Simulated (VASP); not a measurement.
# GaN (F-43m) in VASP: further runs

GaN is run at these levels: PBEsol; tasks: single point, relaxation of cell and atoms.

All numbers are computed with VASP 6.6.1; they aren't measurements. Logs are shortened: lines on timing, memory, paths and dates and some standing lists are left out, and cuts for length are marked.

### Step 1. The cell of the first run

The structure is cubic, space group F-43m (No. 216). Conventional cell: a = 4.483 Å, b = 4.483 Å, c = 4.483 Å, α = 90.00°, β = 90.00°, γ = 90.00°. Ga (site symmetry -43m) has 4 N at 1.94 Å within 2.6 Å. N (site symmetry -43m) has 4 Ga at 1.94 Å within 2.6 Å.

### Step 2. Single point, PBEsol

File INCAR:

```
PREC     = Accurate       # precision mode
ENCUT    = 520            # plane-wave cutoff, eV
EDIFF    = 1E-6           # SCF threshold, eV
ISMEAR   = 0              # smearing method
SIGMA    = 0.01           # smearing width, eV
LREAL    = False          # projectors in reciprocal space
LASPH    = True           # aspherical terms in the spheres
NELM     = 60             # most SCF steps
ALGO     = Normal         # electronic algorithm
ISIF     = 2              # what is computed and relaxed
LWAVE    = False          # write WAVECAR
LCHARG   = False          # write CHGCAR
GGA      = PS             # functional
NBANDS   = 16             # bands
```

File KPOINTS:

```
regular mesh
0
Gamma
  10 10 10
```

File POSCAR:

```
GaN
1.0
    0.0000000000      2.2413965612      2.2413965612
    2.2413965612      0.0000000000      2.2413965612
    2.2413965612      2.2413965612      0.0000000000
Ga N
1 1
Direct
    0.0000000000      0.0000000000      0.0000000000
    0.2500000000      0.2500000000      0.2500000000
```

Potentials or basis: VASP PAW PBE potentials, release 64 (Ga_d, N).

Run with:

```sh
$ cat potpaw_PBE.64/Ga_d/POTCAR potpaw_PBE.64/N/POTCAR > POTCAR
$ mpirun -np 1 vasp_std > vasp.out
```

OUTCAR:

```text
PREC = Accurate
   ENCUT = 520
   EDIFF = 1E-6
   ISMEAR = 0
   LREAL = False
   LASPH = True
   NELM = 60
   ISIF = 2
   GGA = PS

 ion  position               nearest neighbor table
   1  0.000  0.000  0.000-   2 1.94   2 1.94   2 1.94   2 1.94
   2  0.250  0.250  0.250-   1 1.94   1 1.94   1 1.94   1 1.94

  LATTYP: Found a face centered cubic cell.
 ALAT       =     4.4827931224

  Lattice vectors:

 A1 = (   0.0000000000,   2.2413965612,   2.2413965612)
 A2 = (   2.2413965612,   0.0000000000,   2.2413965612)
 A3 = (   2.2413965612,   2.2413965612,   0.0000000000)

Analysis of symmetry for initial positions (statically):
=====================================================================
 Subroutine PRICEL returns:
 Original cell was already a primitive cell.

 Routine SETGRP: Setting up the symmetry group for a
 face centered cubic supercell.

 Subroutine GETGRP returns: Found 24 space group operations
 (whereof 24 operations were pure point group operations)
 out of a pool of 48 trial point group operations.

The static configuration has the point symmetry T_d .

Analysis of symmetry for dynamics (positions and initial velocities):
=====================================================================
 Subroutine PRICEL returns:
 Original cell was already a primitive cell.

 Routine SETGRP: Setting up the symmetry group for a
 face centered cubic supercell.

 Subroutine GETGRP returns: Found 24 space group operations
 (whereof 24 operations were pure point group operations)
 out of a pool of 48 trial point group operations.

The dynamic configuration has the point symmetry T_d .

 Subroutine INISYM returns: Found 24 space group operations
 (whereof 24 operations are pure point group operations),
 and found     1 'primitive' translations

----------------------------------------------------------------------------------------

                                     Primitive cell

  volume of cell :      22.5209

  direct lattice vectors                    reciprocal lattice vectors
     0.000000000  2.241396561  2.241396561    -0.223075206  0.223075206  0.223075206
     2.241396561  0.000000000  2.241396561     0.223075206 -0.223075206  0.223075206
     2.241396561  2.241396561  0.000000000     0.223075206  0.223075206 -0.223075206

  length of vectors
     3.169813416  3.169813416  3.169813416     0.386377591  0.386377591  0.386377591

  position of ions in fractional coordinates (direct lattice)
     0.000000000  0.000000000  0.000000000
     0.250000000  0.250000000  0.250000000

  ion indices of the primitive-cell ions
   primitive index   ion index
                 1           1
                 2           2

----------------------------------------------------------------------------------------

 KPOINTS: regular mesh

Automatic generation of k-mesh.
 Grid dimensions read from file:
 generate k-points for:   10   10   10

 Generating k-lattice:

  Cartesian coordinates                     Fractional coordinates (reciprocal lattice)
    -0.022307521  0.022307521  0.022307521     0.100000000  0.000000000  0.000000000
     0.022307521 -0.022307521  0.022307521     0.000000000  0.100000000  0.000000000
     0.022307521  0.022307521 -0.022307521     0.000000000  0.000000000  0.100000000

  Length of vectors
     0.038637759  0.038637759  0.038637759

  Shift w.r.t. Gamma in fractional coordinates (k-lattice)
     0.000000000  0.000000000  0.000000000

 Subroutine IBZKPT returns following result:
 ===========================================

 Found     47 irreducible k-points:

 Following reciprocal coordinates:
            Coordinates               Weight
  0.000000  0.000000  0.000000      1.000000
  0.100000  0.000000  0.000000      8.000000
  0.200000  0.000000  0.000000      8.000000
  0.300000  0.000000  0.000000      8.000000
  0.400000  0.000000  0.000000      8.000000
  0.500000  0.000000  0.000000      4.000000
[... 16 lines left out ...]
  0.300000  0.300000  0.000000      6.000000
  0.400000  0.300000  0.000000     24.000000
 [... further k-points ...]
   k-points           NKPTS =     47   k-points in BZ     NKDIM =     47   number of bands    NBANDS=     16
   number of dos      NEDOS =    301   number of ions     NIONS =      2
   total plane-waves  NPLWV =  13824
   dimension x,y,z NGX =    24 NGY =   24 NGZ =   24
   dimension x,y,z NGXF=    48 NGYF=   48 NGZF=   48
   ions per type =               1   1
   NGX,Y,Z   is equivalent  to a cutoff of  12.59, 12.59, 12.59 a.u.
   NGXF,Y,Z  is equivalent  to a cutoff of  25.17, 25.17, 25.17 a.u.
 SYSTEM =  unknown system
   PREC   = accura    normal or accurate (medium, high low for compatibility)
   ISTART =      0    job   : 0-new  1-cont  2-samecut
   ICHARG =      2    charge: 1-file 2-atom 10-const
   ISPIN  =      1    spin polarized calculation?
   LNONCOLLINEAR =      F non collinear calculations
   LSORBIT =      F    spin-orbit coupling
   LASPH  =      T    aspherical Exc in radial PAW
   ENCUT  =  520.0 eV  38.22 Ry    6.18 a.u.   5.89  5.89  5.89*2*pi/ulx,y,z
   NELM   =     60;   NELMIN=  2; NELMDL= -5     # of ELM steps
   EDIFF  = 0.1E-05   stopping-criterion for ELM
   LREAL  =      F    real-space projection
   EDIFFG = 0.1E-04   stopping-criterion for IOM
   NSW    =      0    number of steps for IOM
   IBRION =     -1    ionic relax: 0-MD 1-quasi-New 2-CG
   NFREE  =      0    steps in history (QN), initial steepest desc. (CG)
   ISIF   =      2    stress and relaxation
   ISYM   =      2    0-nonsym 1-usesym 2-fastsym
   POTIM  = 0.5000    time-step for ionic-motion
   TEBEG  =    0.0;   TEEND  =   0.0 temperature during run
   PSTRESS=    0.0 pullay stress
   NELECT =      18.0000    total number of electrons
   NUPDOWN=      -1.0000    fix difference up-down
   EMIN   =  10.00;   EMAX   =-10.00  energy-range for DOS
   EFERMI =   0.00;   METHOD = LEGACY
   ISMEAR =     0;   SIGMA  =   0.01  broadening in eV -4-tet -1-fermi 0-gaus
   EFERMI_NEDOS =   21; number of points for ismear=-14 and -15
   IALGO  =     38    algorithm
   IMIX   =      4    mixing-type and parameters
     AMIX     =   0.40;   BMIX     =  1.00
     AMIX_MAG =   1.60;   BMIX_MAG =  1.00
  volume/ion in A,a.u.               =      11.26        75.99
  Fermi-wavevector in a.u.,A,eV,Ry     =   1.519277  2.871017 31.405003  2.308203
  Thomas-Fermi vector in A             =   2.628285
   LORBIT       =      0    0 simple, 1 ext, 2 COOP (PROOUT), +10 PAW based schemes
   GGA     = PS    functional components
   LHFCALC =     F    Hartree Fock is set to
   AEXX    =    0.0000 exact exchange contribution
   IVDW    =     0    specifies the selected vdW correction
   LEPSILON=     F    determine dielectric tensor
   LRPA    =     F    only Hartree local field effects (RPA)
 non-spin polarized calculation
 Gauss-broadening in eV      SIGMA  =   0.01
  energy-cutoff  :      520.00
  volume of cell :       22.52
 maximum number of plane-waves:       620
   NGX = 11   NGY = 11   NGZ = 11

 number of electron      18.0000014 magnetization

 Free energy of the ion-electron system (eV)
  ---------------------------------------------------
  ext. energy  EPLUGINS =         0.00000000
  ---------------------------------------------------
  free energy    TOTEN  =       -13.12129115 eV

  energy without entropy =      -13.12129115  energy(sigma->0) =      -13.12129115

 E-fermi :   5.4718     XC(G=0): -11.9889

 val. band max:        5.3271133400   @ k =   0.0000   0.0000   0.0000
 cond. band min:       7.1133975273   @ k =   0.0000   0.0000   0.0000
 fundamental gap:      1.7862841872
 Fermi energy:         5.4718371679

 k-point     1 :       0.0000    0.0000    0.0000
  band No.  band energies     occupation
      1     -10.7456      2.00000
      2      -8.0916      2.00000
      3      -8.0916      2.00000
      4      -8.0916      2.00000
      5      -7.7497      2.00000
      6      -7.7497      2.00000
[... 8 lines left out ...]
     15      24.1415      0.00000
     16      24.1415      0.00000

 k-point     2 :       0.1000    0.0000    0.0000
  band No.  band energies     occupation
      1     -10.6290      2.00000
      2      -8.0771      2.00000
      3      -8.0771      2.00000
      4      -8.0553      2.00000
      5      -7.7511      2.00000
      6      -7.7511      2.00000
[... 8 lines left out ...]
     15      22.8558      0.00000
     16      22.8558      0.00000

 k-point     3 :       0.2000    0.0000    0.0000
  band No.  band energies     occupation
      1     -10.3319      2.00000
      2      -8.0436      2.00000
      3      -8.0436      2.00000
      4      -7.8996      2.00000
      5      -7.7500      2.00000
      6      -7.7500      2.00000
[... 8 lines left out ...]
     15      22.0865      0.00000
     16      22.0865      0.00000

 k-point     4 :       0.3000    0.0000    0.0000
  band No.  band energies     occupation
      1     -10.0081      2.00000
      2      -8.0137      2.00000
      3      -8.0137      2.00000
      4      -7.7358      2.00000
      5      -7.7358      2.00000
      6      -7.5076      2.00000
[... 8 lines left out ...]
     15      22.5924      0.00000
     16      22.5924      0.00000

 k-point     5 :       0.4000    0.0000    0.0000
  band No.  band energies     occupation
      1      -9.8085      2.00000
      2      -8.0009      2.00000
      3      -8.0009      2.00000
      4      -7.7119      2.00000
      5      -7.7119      2.00000
      6      -6.8821      2.00000
[... 8 lines left out ...]
     15      24.0276      0.00000
     16      24.0276      0.00000

 k-point     6 :       0.5000    0.0000    0.0000
  band No.  band energies     occupation
      1      -9.7497      2.00000
      2      -7.9986      2.00000
      3      -7.9986      2.00000
      4      -7.7000      2.00000
      5      -7.7000      2.00000
      6      -6.4990      2.00000
[... 8 lines left out ...]
     15      25.0562      0.00000
     16      25.0562      0.00000
[... 267 lines left out ...]
 k-point    21 :      -0.3000    0.2000    0.0000
  band No.  band energies     occupation
      1      -9.7335      2.00000
      2      -7.9894      2.00000
      3      -7.9418      2.00000
      4      -7.7573      2.00000
      5      -7.7561      2.00000
      6      -6.7506      2.00000
[... 8 lines left out ...]
     15      22.6744      0.00000
     16      25.9921      0.00000

 k-point    22 :      -0.2000    0.2000    0.0000
  band No.  band energies     occupation
      1      -9.9086      2.00000
      2      -7.9972      2.00000
      3      -7.9808      2.00000
      4      -7.7739      2.00000
      5      -7.7685      2.00000
      6      -7.3247      2.00000
[... 8 lines left out ...]
     15      22.7219      0.00000
     16      25.9284      0.00000

 k-point    23 :       0.3000    0.3000    0.0000
  band No.  band energies     occupation
      1      -9.8133      2.00000
      2      -7.9423      2.00000
      3      -7.8898      2.00000
      4      -7.8898      2.00000
      5      -7.6963      2.00000
      6      -7.3170      2.00000
[... 8 lines left out ...]
     15      27.4411      0.00000
     16      27.9379      0.00000

 k-point    24 :       0.4000    0.3000    0.0000
  band No.  band energies     occupation
      1      -9.6805      2.00000
      2      -7.9598      2.00000
      3      -7.8536      2.00000
      4      -7.8526      2.00000
      5      -7.6856      2.00000
      6      -6.8545      2.00000
[... 8 lines left out ...]
     15      27.7850      0.00000
     16      27.8365      0.00000

 [... further k-points ...]
[... 5 lines left out ...]
  --------------------------------------------------------------------------------------
  -------------------------------------------------------------------------------------
  Total        0.2456181      0.2456181      0.2456181      0.0000000      0.0000000      0.0000000
  in kB       17.4736984     17.4736984     17.4736984      0.0000000      0.0000000      0.0000000
  external PRESSURE =      17.4736984 kB  Pullay stress =       0.0000000 kB

 VOLUME and BASIS-vectors are now :
 -----------------------------------------------------------------------------
  energy-cutoff  :      520.00
  volume of cell :       22.52
      direct lattice vectors                 reciprocal lattice vectors
     0.000000000  2.241396561  2.241396561    -0.223075206  0.223075206  0.223075206
     2.241396561  0.000000000  2.241396561     0.223075206 -0.223075206  0.223075206
     2.241396561  2.241396561  0.000000000     0.223075206  0.223075206 -0.223075206

 POSITION                                       TOTAL-FORCE (eV/Angst)
 -----------------------------------------------------------------------------------
      0.00000      0.00000      0.00000        -0.000000     -0.000000     -0.000000
      1.12070      1.12070      1.12070         0.000000      0.000000      0.000000
 -----------------------------------------------------------------------------------
    total drift:                                0.000001      0.000001      0.000001

  FREE ENERGIE OF THE ION-ELECTRON SYSTEM (eV)
  ---------------------------------------------------
  free  energy   TOTEN  =       -13.1212911523 eV

  energy  without entropy=      -13.1212911523  energy(sigma->0) =      -13.12129115
```

Run time: 14 s. Hardware: 1 thread of Intel Xeon 8259CL, shared host; peak memory 0.15 GiB.

What came out:

| Quantity | Value |
| --- | --- |
| Free energy | -13.1213 eV |
| Pressure | 1.7 GPa |
| Band gap on the k mesh | 1.79 eV |

Levels at points of the mesh, in eV from the valence-band top:
```csv
k point,band 6,band 7,band 8,band 9,band 10,band 11,band 12,band 13
"(0.00, 0.00, 0.00)",-13.08,0.00,0.00,0.00,1.79,10.30,10.30,10.30
"(0.50, 0.00, 0.00)",-11.83,-7.22,-1.00,-1.00,4.67,8.71,10.35,10.35
"(0.50, 0.50, 0.00)",-11.40,-6.25,-2.79,-2.79,3.23,6.65,11.69,14.05
```

Caveat: the PAW data sets were made with another functional, which shifts forces and pressure a little.

(Continued in part 2 of 2.)
